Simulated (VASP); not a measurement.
# Ru (P6_3/mmc) in VASP: relaxation of cell and atoms with PBEsol

Aim: the relaxation of cell and atoms of Ru with PBEsol.

All numbers are computed with VASP 6.6.1; they aren't measurements. Logs are shortened: lines on timing, memory, paths and dates and some standing lists are left out, and cuts for length are marked.

## 1. The cell of the first run

The structure is hexagonal, space group P6_3/mmc (No. 194). The conventional cell has a = 2.706 Å, b = 2.706 Å, c = 4.282 Å, α = 90.00°, β = 90.00°, γ = 120.00°. Within 3.5 Å of Ru (site symmetry -6m2) lie 12 Ru at 2.65 to 2.71 Å.

## 2. Relaxation of cell and atoms, PBEsol

Contents of INCAR:

```
PREC     = Accurate       # precision mode
ENCUT    = 600            # plane-wave cutoff, eV
EDIFF    = 1E-7           # SCF threshold, eV
ISMEAR   = 0              # smearing method
SIGMA    = 0.1            # smearing width, eV
LREAL    = False          # projectors in reciprocal space
LASPH    = True           # aspherical terms in the spheres
NELM     = 60             # most SCF steps
ALGO     = Fast           # electronic algorithm
ISIF     = 3              # what is computed and relaxed
LWAVE    = False          # write WAVECAR
LCHARG   = False          # write CHGCAR
GGA      = PS             # functional
IBRION   = 2              # ionic algorithm
NSW      = 100            # ionic steps
EDIFFG   = -0.005         # ionic threshold
```

Contents of KPOINTS:

```
Automatic mesh
0
Gamma
  18 18 10
```

Contents of POSCAR:

```
Ru
1.0
    2.7057993342      0.0000000000      0.0000000000
   -1.3528996671      2.3432909610      0.0000000000
    0.0000000000      0.0000000000      4.2819000000
Ru
2
Direct
    0.3333333333      0.6666666667      0.2500000000
    0.6666666667      0.3333333333      0.7500000000
```

Potentials or basis: VASP PAW PBE potentials, release 64 (Ru_pv).

Run with:

```
> cat potpaw_PBE.64/Ru_pv/POTCAR > POTCAR
> mpirun -np 1 vasp_std > vasp.out
```

OUTCAR:

```text
PREC = Accurate
   ENCUT = 600
   EDIFF = 1E-7
   ISMEAR = 0
   LREAL = False
   LASPH = True
   NELM = 60
   ISIF = 3
   GGA = PS
   IBRION = 2
   NSW = 100
   EDIFFG = -0.005

 ion  position               nearest neighbor table
   1  0.333  0.667  0.250-   2 2.65   2 2.65   2 2.65   2 2.65   2 2.65   2 2.65
   2  0.667  0.333  0.750-   1 2.65   1 2.65   1 2.65   1 2.65   1 2.65   1 2.65

  LATTYP: Found a hexagonal cell.
 ALAT       =     2.7057993342
 C/A-ratio  =     1.5824898565

  Lattice vectors:

 A1 = (   2.7057993342,   0.0000000000,   0.0000000000)
 A2 = (  -1.3528996671,   2.3432909610,   0.0000000000)
 A3 = (   0.0000000000,   0.0000000000,   4.2819000000)

Analysis of symmetry for initial positions (statically):
=====================================================================
 Subroutine PRICEL returns:
 Original cell was already a primitive cell.

 Routine SETGRP: Setting up the symmetry group for a
 hexagonal supercell.

 Subroutine GETGRP returns: Found 24 space group operations
 (whereof 12 operations were pure point group operations)
 out of a pool of 24 trial point group operations.

The static configuration has the point symmetry D_3d.
 The point group associated with its full space group is D_6h.

Analysis of symmetry for dynamics (positions and initial velocities):
=====================================================================
 Subroutine PRICEL returns:
 Original cell was already a primitive cell.

 Routine SETGRP: Setting up the symmetry group for a
 hexagonal supercell.

 Subroutine GETGRP returns: Found 24 space group operations
 (whereof 12 operations were pure point group operations)
 out of a pool of 24 trial point group operations.

The dynamic configuration has the point symmetry D_3d.
 The point group associated with its full space group is D_6h.

 Subroutine INISYM returns: Found 24 space group operations
 (whereof 12 operations are pure point group operations),
 and found     1 'primitive' translations

----------------------------------------------------------------------------------------

                                     Primitive cell

  volume of cell :      27.1493

  direct lattice vectors                    reciprocal lattice vectors
     2.705799334  0.000000000  0.000000000     0.369576556  0.213375124  0.000000000
    -1.352899667  2.343290961  0.000000000     0.000000000  0.426750249  0.000000000
     0.000000000  0.000000000  4.281900000     0.000000000  0.000000000  0.233541185

  length of vectors
     2.705799334  2.705799334  4.281900000     0.426750249  0.426750249  0.233541185

  position of ions in fractional coordinates (direct lattice)
     0.333333333  0.666666667  0.250000000
     0.666666667  0.333333333  0.750000000

  ion indices of the primitive-cell ions
   primitive index   ion index
                 1           1
                 2           2

----------------------------------------------------------------------------------------

 KPOINTS: Automatic mesh

Automatic generation of k-mesh.
 Grid dimensions read from file:
 generate k-points for:   18   18   10

 Generating k-lattice:

  Cartesian coordinates                     Fractional coordinates (reciprocal lattice)
     0.020532031  0.011854174  0.000000000     0.055555556  0.000000000  0.000000000
     0.000000000  0.023708347  0.000000000     0.000000000  0.055555556  0.000000000
     0.000000000  0.000000000  0.023354118     0.000000000  0.000000000  0.100000000

  Length of vectors
     0.023708347  0.023708347  0.023354118

  Shift w.r.t. Gamma in fractional coordinates (k-lattice)
     0.000000000  0.000000000  0.000000000

 Subroutine IBZKPT returns following result:
 ===========================================

 Found    222 irreducible k-points:

 Following reciprocal coordinates:
            Coordinates               Weight
  0.000000  0.000000  0.000000      1.000000
  0.055556 -0.000000  0.000000      6.000000
  0.111111 -0.000000  0.000000      6.000000
  0.166667 -0.000000  0.000000      6.000000
  0.222222 -0.000000  0.000000      6.000000
  0.277778 -0.000000  0.000000      6.000000
[... 16 lines left out ...]
  0.333333  0.111111  0.000000     12.000000
  0.388889  0.111111  0.000000     12.000000
 [... further k-points ...]
   k-points           NKPTS =    222   k-points in BZ     NKDIM =    222   number of bands    NBANDS=     18
   number of dos      NEDOS =    301   number of ions     NIONS =      2
   total plane-waves  NPLWV =  20736
   dimension x,y,z NGX =    24 NGY =   24 NGZ =   36
   dimension x,y,z NGXF=    48 NGYF=   48 NGZF=   72
   ions per type =               2
   NGX,Y,Z   is equivalent  to a cutoff of  14.75, 14.75, 13.98 a.u.
   NGXF,Y,Z  is equivalent  to a cutoff of  29.49, 29.49, 27.95 a.u.
 SYSTEM =  unknown system
   PREC   = accura    normal or accurate (medium, high low for compatibility)
   ISTART =      0    job   : 0-new  1-cont  2-samecut
   ICHARG =      2    charge: 1-file 2-atom 10-const
   ISPIN  =      1    spin polarized calculation?
   LNONCOLLINEAR =      F non collinear calculations
   LSORBIT =      F    spin-orbit coupling
   LASPH  =      T    aspherical Exc in radial PAW
   ENCUT  =  600.0 eV  44.10 Ry    6.64 a.u.   5.40  5.40  8.55*2*pi/ulx,y,z
   NELM   =     60;   NELMIN=  2; NELMDL= -5     # of ELM steps
   EDIFF  = 0.1E-06   stopping-criterion for ELM
   LREAL  =      F    real-space projection
   EDIFFG = -.5E-02   stopping-criterion for IOM
   NSW    =    100    number of steps for IOM
   IBRION =      2    ionic relax: 0-MD 1-quasi-New 2-CG
   NFREE  =      1    steps in history (QN), initial steepest desc. (CG)
   ISIF   =      3    stress and relaxation
   ISYM   =      2    0-nonsym 1-usesym 2-fastsym
   POTIM  = 0.5000    time-step for ionic-motion
   TEBEG  =    0.0;   TEEND  =   0.0 temperature during run
   PSTRESS=    0.0 pullay stress
   NELECT =      28.0000    total number of electrons
   NUPDOWN=      -1.0000    fix difference up-down
   EMIN   =  10.00;   EMAX   =-10.00  energy-range for DOS
   EFERMI =   0.00;   METHOD = LEGACY
   ISMEAR =     0;   SIGMA  =   0.10  broadening in eV -4-tet -1-fermi 0-gaus
   EFERMI_NEDOS =   21; number of points for ismear=-14 and -15
   IALGO  =     68    algorithm
   IMIX   =      4    mixing-type and parameters
     AMIX     =   0.40;   BMIX     =  1.00
     AMIX_MAG =   1.60;   BMIX_MAG =  1.00
  volume/ion in A,a.u.               =      13.57        91.61
  Fermi-wavevector in a.u.,A,eV,Ry     =   1.654022  3.125649 37.222686  2.735790
  Thomas-Fermi vector in A             =   2.742361
   LORBIT       =      0    0 simple, 1 ext, 2 COOP (PROOUT), +10 PAW based schemes
   GGA     = PS    functional components
   LHFCALC =     F    Hartree Fock is set to
   AEXX    =    0.0000 exact exchange contribution
   IVDW    =     0    specifies the selected vdW correction
   LEPSILON=     F    determine dielectric tensor
   LRPA    =     F    only Hartree local field effects (RPA)
 conjugate gradient relaxation of ions
 non-spin polarized calculation
 RMM-DIIS sequential band-by-band and
 Gauss-broadening in eV      SIGMA  =   0.10
  energy-cutoff  :      600.00
  volume of cell :       27.15
 maximum number of plane-waves:       935
 NGX is ok and might be reduce to    24
   NGX = 11   NGY = 11   NGZ = 17

--------------------------------------- Ionic step        1  -------------------------------------------

 number of electron      28.0000002 magnetization

 Free energy of the ion-electron system (eV)
  ---------------------------------------------------
  ext. energy  EPLUGINS =         0.00000000
  ---------------------------------------------------
  free energy    TOTEN  =       -20.33551690 eV

  energy without entropy =      -20.32645660  energy(sigma->0) =      -20.33098675

------------------------ aborting loop because EDIFF is reached ----------------------------------------

  FORCE on cell =-STRESS in cart. coord.  units (eV):
  Direction    XX          YY          ZZ          XY          YZ          ZX
  --------------------------------------------------------------------------------------
  -------------------------------------------------------------------------------------
  Total       -1.0453995     -1.0453995     -1.1790423      0.0000000      0.0000000      0.0000000
  in kB      -61.6928082    -61.6928082    -69.5795568      0.0000000      0.0000000      0.0000000
  external PRESSURE =     -64.3217244 kB  Pullay stress =       0.0000000 kB
[... 201 lines left out ...]
  energy  without entropy=      -20.3373157921  energy(sigma->0) =      -20.34174595

--------------------------------------- Ionic step        7  -------------------------------------------

 number of electron      27.9999996 magnetization

 Free energy of the ion-electron system (eV)
  ---------------------------------------------------
  ext. energy  EPLUGINS =         0.00000000
  ---------------------------------------------------
  free energy    TOTEN  =       -20.34619552 eV

  energy without entropy =      -20.33734899  energy(sigma->0) =      -20.34177225

 E-fermi :  13.0515     XC(G=0): -14.4010

 val. band max:       13.0482452976   @ k =   0.1667  -0.0000   0.4000
 cond. band min:      13.0515496401   @ k =   0.1667   0.1111   0.3000
 fundamental gap:      0.0033043425
 Fermi energy:        13.0515185315

 k-point     1 :       0.0000    0.0000    0.0000
  band No.  band energies     occupation
      1     -30.6200      2.00000
      2     -29.6178      2.00000
      3     -29.6178      2.00000
      4     -29.4354      2.00000
      5     -29.4354      2.00000
      6     -29.3916      2.00000
[... 10 lines left out ...]
     17      14.2883      0.00000
     18      14.3251      0.00000
[... 466 lines left out ...]
      2     -30.1716      2.00000
      3     -30.1047      2.00000
      4     -29.9050      2.00000
      5     -29.7031      2.00000
      6     -29.6200      2.00000
[... 10 lines left out ...]
     17      16.9037      0.00000
     18      20.5960      0.00000

 [... further k-points ...]

------------------------ aborting loop because EDIFF is reached ----------------------------------------

  FORCE on cell =-STRESS in cart. coord.  units (eV):
  Direction    XX          YY          ZZ          XY          YZ          ZX
  --------------------------------------------------------------------------------------
  -------------------------------------------------------------------------------------
  Total       -0.0006207     -0.0006207     -0.0061190     -0.0000000     -0.0000000     -0.0000000
  in kB       -0.0373451     -0.0373451     -0.3681354     -0.0000000     -0.0000000     -0.0000000
  external PRESSURE =      -0.1476085 kB  Pullay stress =       0.0000000 kB
[... 17 lines left out ...]
  FREE ENERGIE OF THE ION-ELECTRON SYSTEM (eV)
  ---------------------------------------------------
  free  energy   TOTEN  =       -20.3461955175 eV

  energy  without entropy=      -20.3373489890  energy(sigma->0) =      -20.34177225

 reached required accuracy - stopping structural energy minimisation
```

Wall time 12 min (1 thread of Intel Xeon 8259CL, shared host); peak memory 0.26 GiB.

Results:

| Quantity | Value |
| --- | --- |
| Free energy | -20.3462 eV |
| Relaxed volume | 13.32 Å³/atom |
| Relaxed cell | a = 2.689 Å, b = 2.689 Å, c = 4.252 Å, α = 90.00°, β = 90.00°, γ = 120.00° |
| Space group after relaxing (to 0.1 Å) | P6_3/mmc (No. 194) |
| Energy gained by relaxing | 5.3 meV/atom |
| Ionic steps | 7 |
| Pressure after relaxing | 0.0 GPa |
| Band gap on the k mesh | zero (bands 14 and 15 overlap by 3.22 eV) |

Step by step:
| step | energy change (eV) | largest force (eV/Å) | pressure (GPa) | volume (Å³) |
| --- | --- | --- | --- | --- |
| 1 | 0.0000 | 0.0000 | -6.43 | 27.15 |
| 2 | 0.1031 | 0.0000 | 24.61 | 25.06 |
| 3 | -0.0107 | 0.0000 | -0.12 | 26.64 |
| 4 | -0.0107 | 0.0000 | -0.03 | 26.63 |
| 5 | -0.0107 | 0.0000 | 0.11 | 26.62 |
| 6 | -0.0107 | 0.0000 | -0.27 | 26.65 |
| 7 | -0.0107 | 0.0000 | -0.01 | 26.63 |

Final structure:
```
CELL_PARAMETERS angstrom
2.68921 0.00000 0.00000
-1.34460 2.32892 0.00000
0.00000 0.00000 4.25208
ATOMIC_POSITIONS crystal
Ru 0.33333 0.66667 0.25000
Ru 0.66667 0.33333 0.75000
```

Levels at points of the mesh, in eV from the Fermi level:
| k point | band 11 | band 12 | band 13 | band 14 | band 15 | band 16 | band 17 | band 18 |
| --- | --- | --- | --- | --- | --- | --- | --- | --- |
| (0.00, 0.00, 0.00) | -2.49 | -1.97 | -1.97 | -1.43 | -1.43 | 1.24 | 1.24 | 1.27 |
| (0.50, 0.00, 0.00) | -2.13 | -1.86 | -1.56 | 1.49 | 1.93 | 2.01 | 4.17 | 6.24 |
| (0.00, 0.00, 0.50) | -2.85 | -2.85 | -2.79 | -2.79 | 0.58 | 0.58 | 0.58 | 0.58 |
| (0.50, 0.00, 0.50) | -1.09 | -1.09 | 0.45 | 0.45 | 1.76 | 1.76 | 3.45 | 3.45 |

Caveat: the PAW data sets were made with another functional, which shifts forces and pressure a little.
